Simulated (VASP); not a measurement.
A run of VASP 6.6.1:

INCAR

```
SYSTEM = AlNi3
AGGAC = 1.0 ; AGGAX = 1.0
ALDAC = 0.0 ; ALDAX = 1.0
ALGO = Fast ; EDIFF = 1E-6
ENCUT = 520 ; GGA = B5
ISIF = 2 ; ISMEAR = -1
ISPIN = 2 ; LASPH = .TRUE.
LCHARG = .FALSE. ; LMAXMIX = 4
LORBIT = 11 ; LREAL = .FALSE.
LWAVE = .FALSE. ; MAGMOM = 1 1 1 0
NBANDS = 28 ; NELM = 150
PREC = Accurate ; SIGMA = 0.05
```

File KPOINTS:

```
k-points
0
G
  8 8 8
  0 0 0
```

The input POSCAR:

```
AlNi3
1.0
    3.5230547267      0.0000000000      0.0000000000
    0.0000000000      3.5230547267      0.0000000000
    0.0000000000      0.0000000000      3.5230547267
Ni Al
3 1
Direct
    0.5000000000      0.5000000000      0.0000000000
    0.5000000000      0.0000000000      0.5000000000
    0.0000000000      0.5000000000      0.5000000000
    0.0000000000      0.0000000000      0.0000000000
```

Potentials or basis: VASP PAW PBE potentials, release 64 (Ni, Al).

Run with:

```console
$ cat potpaw_PBE.64/Ni/POTCAR potpaw_PBE.64/Al/POTCAR > POTCAR
$ mpirun -np 1 vasp_std > vasp.out
```

Hardware: 1 thread of Intel(R) Xeon(R) 6975P-C (Granite Rapids), on a shared host.

Question: How long does it take, and how much memory?

Answer: Run time: 59 s on 1 thread of Intel(R) Xeon(R) 6975P-C (Granite Rapids), with other jobs on the host, peak memory 0.2 GiB. Counts: scf iterations 15, k points 35.
